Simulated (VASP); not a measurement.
Ti, 2 atoms in the cell. Symmetry: P6_3/mmc, No. 194, hexagonal system. The conventional cell has a = 2.889 Å, b = 2.889 Å, c = 4.622 Å, α = 90.00°, β = 90.00°, γ = 120.00°. Ti (site symmetry -6m2) has 12 Ti at 2.85 to 2.89 Å within 3.8 Å. 

```yaml
Program: VASP 6.6.1
Task: single point
Functional: PBEsol
Potentials_or_basis: VASP PAW PBE potentials, release 64 (Ti_sv)
Cutoff: 520 eV
k_mesh: 6 × 6 × 4
Occupations: gaussian, width 0.1 eV
Spin: no spin polarisation
Dipole_correction: no
Further_INCAR_settings: ALGO = Fast; EDIFF = 1e-07; NBANDS = 19
```

Potentials or basis: VASP PAW PBE potentials, release 64 (Ti_sv).

The run is started by

```console
$ cat potpaw_PBE.64/Ti_sv/POTCAR > POTCAR
$ mpirun -np 1 vasp_std > vasp.out
```

Hardware: 1 thread of AMD EPYC 9R45 96-Core Processor (Zen 5) (shared host).

Problem. Estimate the wall time of this run.

Solution. Run time: 30 s on 1 thread of AMD EPYC 9R45 96-Core Processor (Zen 5), with other jobs on the host, peak memory 0.12 GiB. Counts: scf iterations 53, k points 21.
